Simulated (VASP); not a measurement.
Write the native input for VASP 6.6.1 that does the following.

```yaml
Task: single point
Functional: PBE
Potentials_or_basis: VASP PAW PBE potentials, release 64 (Sr_sv, Ta_sv_GW, O)
Cutoff: 700 eV
k_mesh: 4 × 4 × 2
Occupations: gaussian, width 0.1 eV
Spin: no spin polarisation
Dipole_correction: no
Further_INCAR_settings: ALGO = Normal; EDIFF = 1e-06; NBANDS = 40
```

The structure of Sr3Ta2O lies in POSCAR:

```
Sr3Ta2O
1.0
    4.2002755647      0.0000000000      0.0000000000
    0.0000000000      4.2002755647      0.0000000000
    0.0000000000      0.0000000000      9.4238345378
Sr Ta O
3 2 1
Direct
    0.5000000000      0.0000000000      0.7857078812
    0.0000000000      0.5000000000      0.7857078812
    0.0000000000      0.0000000000      0.2066658852
    0.5000000000      0.5000000000      0.4488947369
    0.0000000000      0.0000000000      0.5238614603
    0.5000000000      0.5000000000      1.2491621851
```

The cell was generated, and may not be a known phase.

The input as run:

INCAR

```
SYSTEM = Sr3Ta2O
PREC     = Accurate       ! precision mode
ENCUT    = 700            ! plane-wave cutoff, eV
EDIFF    = 1E-6           ! SCF threshold, eV
ISMEAR   = 0              ! smearing method
SIGMA    = 0.1            ! smearing width, eV
LREAL    = .False.        ! projectors in reciprocal space
LASPH    = .True.         ! aspherical terms in the spheres
NELM     = 120            ! most SCF steps
ALGO     = Normal         ! electronic algorithm
ISIF     = 2              ! what is computed and relaxed
LWAVE    = .False.        ! write WAVECAR
LCHARG   = .False.        ! write CHGCAR
GGA      = PE             ! functional
NBANDS   = 40             ! bands
GGA_COMPAT= .False.
```

KPOINTS

```
regular mesh
0
Gamma
  4 4 2
  0 0 0
```

Potentials or basis: VASP PAW PBE potentials, release 64 (Sr_sv, Ta_sv_GW, O).

Command:

```bash
$ cat potpaw_PBE.64/Sr_sv/POTCAR potpaw_PBE.64/Ta_sv_GW/POTCAR potpaw_PBE.64/O/POTCAR > POTCAR
$ mpirun -np 1 vasp_std > vasp.out
```

Results of the run:

The pressure is 0.1 GPa, the largest force is 0.103 eV/Å and the band gap on the k mesh is zero (bands 31 and 32 overlap by 0.22 eV).

Caveat: the k points lie up to 0.37 Å⁻¹ apart; spin-orbit coupling is left out, which moves the levels of the heavy elements.

It took 6.2 min on 1 thread of AMD EPYC 7R43 64-Core Processor (Zen 3), on a shared host, peak memory 0.35 GiB.
